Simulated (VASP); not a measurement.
# HfN (Fm-3m) in VASP: notebook

HfN is run at these levels: PBEsol; tasks: single point, relaxation of cell and atoms.

Everything below comes from runs of VASP 6.6.1. Logs are shortened: lines on timing, memory, paths and dates and some standing lists are left out, and cuts for length are marked.

## 1. The cell of the first run

It takes space group Fm-3m (No. 225, cubic). Conventional cell: a = 4.502 Å, b = 4.502 Å, c = 4.502 Å, α = 90.00°, β = 90.00°, γ = 90.00°. Hf (site symmetry m-3m) has 6 N at 2.25 Å within 3.0 Å. Within 3.0 Å of N (site symmetry m-3m) lie 6 Hf at 2.25 Å.

## 2. Single point, PBEsol

Input file INCAR:

```
SYSTEM = HfN
ALGO     = Normal         ! electronic algorithm
EDIFF    = 1E-6           ! SCF threshold, eV
ENCUT    = 520            ! plane-wave cutoff, eV
GGA      = PS             ! functional
ISIF     = 2              ! what is computed and relaxed
ISMEAR   = 0              ! smearing method
LASPH    = .TRUE.         ! aspherical terms in the spheres
LCHARG   = .TRUE.         ! write CHGCAR
LELF     = .TRUE.         ! ELF
LREAL    = .FALSE.        ! projectors in reciprocal space
LVHAR    = .TRUE.       
LWAVE    = .FALSE.        ! write WAVECAR
NBANDS   = 14             ! bands
NELM     = 60             ! most SCF steps
PREC     = Accurate       ! precision mode
SIGMA    = 0.1            ! smearing width, eV
```

Input file KPOINTS:

```
k-points
0
G
  16 16 16
  0 0 0
```

Input file POSCAR:

```
HfN
1.0
    0.0000000000      2.2508709315      2.2508709315
    2.2508709315      0.0000000000      2.2508709315
    2.2508709315      2.2508709315      0.0000000000
Hf N
1 1
Direct
    0.0000000000      0.0000000000      0.0000000000
    0.5000000000      0.5000000000      0.5000000000
```

Potentials or basis: VASP PAW PBE potentials, release 64 (Hf_pv, N).

On the command line:

```console
$ cat potpaw_PBE.64/Hf_pv/POTCAR potpaw_PBE.64/N/POTCAR > POTCAR
$ mpirun -np 1 vasp_std > vasp.out
```

OUTCAR:

```text
SYSTEM = HfN
   EDIFF = 1E-6
   ENCUT = 520
   GGA = PS
   ISIF = 2
   ISMEAR = 0
   LASPH = .TRUE.
   LREAL = .FALSE.
   NELM = 60
   PREC = Accurate

 ion  position               nearest neighbor table
   1  0.000  0.000  0.000-   2 2.25   2 2.25   2 2.25   2 2.25   2 2.25   2 2.25
   2  0.500  0.500  0.500-   1 2.25   1 2.25   1 2.25   1 2.25   1 2.25   1 2.25

  LATTYP: Found a face centered cubic cell.
 ALAT       =     4.5017418630

  Lattice vectors:

 A1 = (   0.0000000000,   2.2508709315,   2.2508709315)
 A2 = (   2.2508709315,   0.0000000000,   2.2508709315)
 A3 = (   2.2508709315,   2.2508709315,   0.0000000000)

Analysis of symmetry for initial positions (statically):
=====================================================================
 Subroutine PRICEL returns:
 Original cell was already a primitive cell.

 Routine SETGRP: Setting up the symmetry group for a
 face centered cubic supercell.

 Subroutine GETGRP returns: Found 48 space group operations
 (whereof 48 operations were pure point group operations)
 out of a pool of 48 trial point group operations.

The static configuration has the point symmetry O_h .

Analysis of symmetry for dynamics (positions and initial velocities):
=====================================================================
 Subroutine PRICEL returns:
 Original cell was already a primitive cell.

 Routine SETGRP: Setting up the symmetry group for a
 face centered cubic supercell.

 Subroutine GETGRP returns: Found 48 space group operations
 (whereof 48 operations were pure point group operations)
 out of a pool of 48 trial point group operations.

The dynamic configuration has the point symmetry O_h .

 Subroutine INISYM returns: Found 48 space group operations
 (whereof 48 operations are pure point group operations),
 and found     1 'primitive' translations

----------------------------------------------------------------------------------------

                                     Primitive cell

  volume of cell :      22.8077

  direct lattice vectors                    reciprocal lattice vectors
     0.000000000  2.250870932  2.250870932    -0.222136238  0.222136238  0.222136238
     2.250870932  0.000000000  2.250870932     0.222136238 -0.222136238  0.222136238
     2.250870932  2.250870932  0.000000000     0.222136238  0.222136238 -0.222136238

  length of vectors
     3.183212198  3.183212198  3.183212198     0.384751250  0.384751250  0.384751250

  position of ions in fractional coordinates (direct lattice)
     0.000000000  0.000000000  0.000000000
     0.500000000  0.500000000  0.500000000

  ion indices of the primitive-cell ions
   primitive index   ion index
                 1           1
                 2           2

----------------------------------------------------------------------------------------

 KPOINTS: k-points

Automatic generation of k-mesh.
 Grid dimensions read from file:
 generate k-points for:   16   16   16

 Generating k-lattice:

  Cartesian coordinates                     Fractional coordinates (reciprocal lattice)
    -0.013883515  0.013883515  0.013883515     0.062500000  0.000000000  0.000000000
     0.013883515 -0.013883515  0.013883515     0.000000000  0.062500000  0.000000000
     0.013883515  0.013883515 -0.013883515     0.000000000  0.000000000  0.062500000

  Length of vectors
     0.024046953  0.024046953  0.024046953

  Shift w.r.t. Gamma in fractional coordinates (k-lattice)
     0.000000000  0.000000000  0.000000000

 Subroutine IBZKPT returns following result:
 ===========================================

 Found    145 irreducible k-points:

 Following reciprocal coordinates:
            Coordinates               Weight
  0.000000  0.000000  0.000000      1.000000
  0.062500  0.000000  0.000000      8.000000
  0.125000  0.000000  0.000000      8.000000
  0.187500  0.000000  0.000000      8.000000
  0.250000  0.000000  0.000000      8.000000
  0.312500  0.000000  0.000000      8.000000
[... 16 lines left out ...]
 -0.125000  0.062500  0.000000     24.000000
 -0.062500  0.062500  0.000000     12.000000
 [... further k-points ...]
   k-points           NKPTS =    145   k-points in BZ     NKDIM =    145   number of bands    NBANDS=     14
   number of dos      NEDOS =    301   number of ions     NIONS =      2
   total plane-waves  NPLWV =  13824
   dimension x,y,z NGX =    24 NGY =   24 NGZ =   24
   dimension x,y,z NGXF=    48 NGYF=   48 NGZF=   48
   ions per type =               1   1
   NGX,Y,Z   is equivalent  to a cutoff of  12.53, 12.53, 12.53 a.u.
   NGXF,Y,Z  is equivalent  to a cutoff of  25.07, 25.07, 25.07 a.u.
 SYSTEM =  HfN
   PREC   = accura    normal or accurate (medium, high low for compatibility)
   ISTART =      0    job   : 0-new  1-cont  2-samecut
   ICHARG =      2    charge: 1-file 2-atom 10-const
   ISPIN  =      1    spin polarized calculation?
   LNONCOLLINEAR =      F non collinear calculations
   LSORBIT =      F    spin-orbit coupling
   LASPH  =      T    aspherical Exc in radial PAW
   ENCUT  =  520.0 eV  38.22 Ry    6.18 a.u.   5.92  5.92  5.92*2*pi/ulx,y,z
   NELM   =     60;   NELMIN=  2; NELMDL= -5     # of ELM steps
   EDIFF  = 0.1E-05   stopping-criterion for ELM
   LREAL  =      F    real-space projection
   EDIFFG = 0.1E-04   stopping-criterion for IOM
   NSW    =      0    number of steps for IOM
   IBRION =     -1    ionic relax: 0-MD 1-quasi-New 2-CG
   NFREE  =      0    steps in history (QN), initial steepest desc. (CG)
   ISIF   =      2    stress and relaxation
   ISYM   =      2    0-nonsym 1-usesym 2-fastsym
   POTIM  = 0.5000    time-step for ionic-motion
   TEBEG  =    0.0;   TEEND  =   0.0 temperature during run
   PSTRESS=    0.0 pullay stress
   NELECT =      15.0000    total number of electrons
   NUPDOWN=      -1.0000    fix difference up-down
   EMIN   =  10.00;   EMAX   =-10.00  energy-range for DOS
   EFERMI =   0.00;   METHOD = LEGACY
   ISMEAR =     0;   SIGMA  =   0.10  broadening in eV -4-tet -1-fermi 0-gaus
   EFERMI_NEDOS =   21; number of points for ismear=-14 and -15
   IALGO  =     38    algorithm
   IMIX   =      4    mixing-type and parameters
     AMIX     =   0.40;   BMIX     =  1.00
     AMIX_MAG =   1.60;   BMIX_MAG =  1.00
  volume/ion in A,a.u.               =      11.40        76.96
  Fermi-wavevector in a.u.,A,eV,Ry     =   1.423677  2.690359 27.577035  2.026855
  Thomas-Fermi vector in A             =   2.544249
   LORBIT       =      0    0 simple, 1 ext, 2 COOP (PROOUT), +10 PAW based schemes
   GGA     = PS    functional components
   LHFCALC =     F    Hartree Fock is set to
   AEXX    =    0.0000 exact exchange contribution
   IVDW    =     0    specifies the selected vdW correction
   LEPSILON=     F    determine dielectric tensor
   LRPA    =     F    only Hartree local field effects (RPA)
 non-spin polarized calculation
 Gauss-broadening in eV      SIGMA  =   0.10
  energy-cutoff  :      520.00
  volume of cell :       22.81
 maximum number of plane-waves:       636
   NGX = 11   NGY = 11   NGZ = 11

 number of electron      15.0000001 magnetization

 Free energy of the ion-electron system (eV)
  ---------------------------------------------------
  ext. energy  EPLUGINS =         0.00000000
  ---------------------------------------------------
  free energy    TOTEN  =       -22.99479012 eV

  energy without entropy =      -22.99183729  energy(sigma->0) =      -22.99331370

 E-fermi :   8.2867     XC(G=0): -12.9506

 val. band max:        8.2742347286   @ k =  -0.4375   0.3125   0.1250
 cond. band min:       8.2875406726   @ k =  -0.1250   0.0625   0.0000
 fundamental gap:      0.0133059439
 Fermi energy:         8.2867474638

 k-point     1 :       0.0000    0.0000    0.0000
  band No.  band energies     occupation
      1     -22.7236      2.00000
      2     -22.7236      2.00000
      3     -22.7236      2.00000
      4      -9.2071      2.00000
      5       5.2994      2.00000
      6       5.2994      2.00000
      7       5.2994      2.00000
      8       7.9172      2.00000
      9       7.9172      2.00000
     10       7.9172      2.00000
     11      10.2111      0.00000
     12      10.2646      0.00000
     13      10.2646      0.00000
     14      17.8594      0.00000

 k-point     2 :       0.0625    0.0000    0.0000
  band No.  band energies     occupation
      1     -22.7663      2.00000
      2     -22.7271      2.00000
      3     -22.7271      2.00000
      4      -9.1130      2.00000
      5       4.8847      2.00000
      6       5.0554      2.00000
      7       5.0554      2.00000
      8       8.0362      1.99961
      9       8.0557      1.99892
     10       8.0557      1.99892
     11      10.5034      0.00000
     12      10.5786      0.00000
     13      10.5786      0.00000
     14      18.1727      0.00000

 k-point     3 :       0.1250    0.0000    0.0000
  band No.  band energies     occupation
      1     -22.8856      2.00000
      2     -22.7370      2.00000
      3     -22.7370      2.00000
      4      -8.8428      2.00000
      5       3.9588      2.00000
      6       4.4932      2.00000
      7       4.4932      2.00000
      8       8.2391      1.49970
      9       8.4177      0.06399
     10       8.4177      0.06399
     11      11.2469      0.00000
     12      11.3932      0.00000
     13      11.3932      0.00000
     14      19.0443      0.00000

 k-point     4 :       0.1875    0.0000    0.0000
  band No.  band energies     occupation
      1     -23.0585      2.00000
      2     -22.7518      2.00000
      3     -22.7518      2.00000
      4      -8.4298      2.00000
      5       2.8832      2.00000
      6       3.8483      2.00000
      7       3.8483      2.00000
      8       8.4885      0.00434
      9       8.9536      0.00000
     10       8.9536      0.00000
     11      12.1764      0.00000
     12      12.4881      0.00000
     13      12.4881      0.00000
     14      20.2576      0.00000

 k-point     5 :       0.2500    0.0000    0.0000
  band No.  band energies     occupation
      1     -23.2545      2.00000
      2     -22.7692      2.00000
      3     -22.7692      2.00000
      4      -7.9229      2.00000
      5       1.8210      2.00000
      6       3.2460      2.00000
      7       3.2460      2.00000
      8       8.8632      0.00000
      9       9.6362      0.00000
     10       9.6362      0.00000
     11      13.0648      0.00000
[... 276 lines left out ...]
 k-point    22 :      -0.1875    0.0625    0.0000
  band No.  band energies     occupation
      1     -23.1299      2.00000
      2     -22.7962      2.00000
      3     -22.7443      2.00000
      4      -8.2171      2.00000
      5       2.3693      2.00000
      6       3.4119      2.00000
      7       3.8606      2.00000
      8       8.5309      0.00055
      9       8.8928      0.00000
     10       9.8192      0.00000
     11      11.7305      0.00000
     12      13.1672      0.00000
     13      13.5629      0.00000
     14      20.5940      0.00000

 k-point    23 :      -0.1250    0.0625    0.0000
  band No.  band energies     occupation
      1     -22.9547      2.00000
      2     -22.7732      2.00000
      3     -22.7315      2.00000
      4      -8.6507      2.00000
      5       3.3541      2.00000
      6       4.0131      2.00000
      7       4.4616      2.00000
      8       8.2875      0.99105
      9       8.3897      0.14541
     10       9.1298      0.00000
     11      10.8524      0.00000
     12      12.1652      0.00000
     13      12.3754      0.00000
     14      19.6577      0.00000

 k-point    24 :      -0.0625    0.0625    0.0000
  band No.  band energies     occupation
      1     -22.8253      2.00000
      2     -22.7489      2.00000
      3     -22.7255      2.00000
      4      -8.9623      2.00000
      5       4.2627      2.00000
      6       4.6146      2.00000
      7       4.9352      2.00000
      8       8.0931      1.99383
      9       8.0943      1.99350
     10       8.5470      0.00023
     11      10.4010      0.00000
     12      11.2221      0.00000
     13      11.3284      0.00000
     14      18.6696      0.00000

 [... further k-points ...]
[... 5 lines left out ...]
  --------------------------------------------------------------------------------------
  -------------------------------------------------------------------------------------
  Total       -0.3161883     -0.3161883     -0.3161883      0.0000000      0.0000000      0.0000000
  in kB      -22.2113352    -22.2113352    -22.2113352      0.0000000      0.0000000      0.0000000
  external PRESSURE =     -22.2113352 kB  Pullay stress =       0.0000000 kB

 VOLUME and BASIS-vectors are now :
 -----------------------------------------------------------------------------
  energy-cutoff  :      520.00
  volume of cell :       22.81
      direct lattice vectors                 reciprocal lattice vectors
     0.000000000  2.250870932  2.250870932    -0.222136238  0.222136238  0.222136238
     2.250870932  0.000000000  2.250870932     0.222136238 -0.222136238  0.222136238
     2.250870932  2.250870932  0.000000000     0.222136238  0.222136238 -0.222136238

 POSITION                                       TOTAL-FORCE (eV/Angst)
 -----------------------------------------------------------------------------------
      0.00000      0.00000      0.00000        -0.000000      0.000000      0.000000
      2.25087      2.25087      2.25087         0.000000      0.000000      0.000000
 -----------------------------------------------------------------------------------
    total drift:                                0.000000     -0.000000     -0.000000

  FREE ENERGIE OF THE ION-ELECTRON SYSTEM (eV)
  ---------------------------------------------------
  free  energy   TOTEN  =       -22.9947901182 eV

  energy  without entropy=      -22.9918372855  energy(sigma->0) =      -22.99331370
```

Wall time 13 s (1 thread of Intel Xeon 6975P-C (Granite Rapids), shared host); peak memory 0.17 GiB.

Results:

```
Free energy : -22.9948 eV
Pressure    : -2.2 GPa
```

Caveat: the PAW data sets were made with another functional, which shifts forces and pressure a little; spin-orbit coupling is left out, which moves the levels of the heavy elements.

(Part 1 of 2 ends here.)
